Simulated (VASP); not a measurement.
A run of VASP 6.6.1:

The input INCAR:

```
  PREC = Accurate
  ENCUT = 520
  EDIFF = 1E-8
  ISMEAR = -1
  SIGMA = 0.05
  LREAL = F
  LASPH = T
  NELM = 150
  ALGO = Normal
  ISIF = 2
  LWAVE = F
  LCHARG = F
  ISPIN = 2
  MAGMOM = 0 1.5
  LORBIT = 11
  LMAXMIX = 4
  GGA = PE
  LEFG = T
  NBANDS = 18
```

The input KPOINTS:

```
regular mesh
0
Gamma
  13 13 13
```

File POSCAR:

```
AlNi
1.0
    2.8810000000      0.0000000000      0.0000000000
    0.0000000000      2.8810000000      0.0000000000
    0.0000000000      0.0000000000      2.9386200000
Al Ni
1 1
Direct
    0.0000000000      0.0000000000      0.0000000000
    0.5000000000      0.5000000000      0.5000000000
```

Potentials or basis: VASP PAW PBE potentials, release 64 (Al, Ni).

The run is started by

```sh
$ cat potpaw_PBE.64/Al/POTCAR potpaw_PBE.64/Ni/POTCAR > POTCAR
$ mpirun -np 1 vasp_std > vasp.out
```

Hardware: 1 thread of Intel Xeon 8259CL (shared host).

Problem. How long does it take, and how much memory?

Solution. Run time: 2.6 min on 1 thread of Intel Xeon 8259CL, on a shared host, peak memory 0.25 GiB. Counts: scf iterations 17, k points 196.
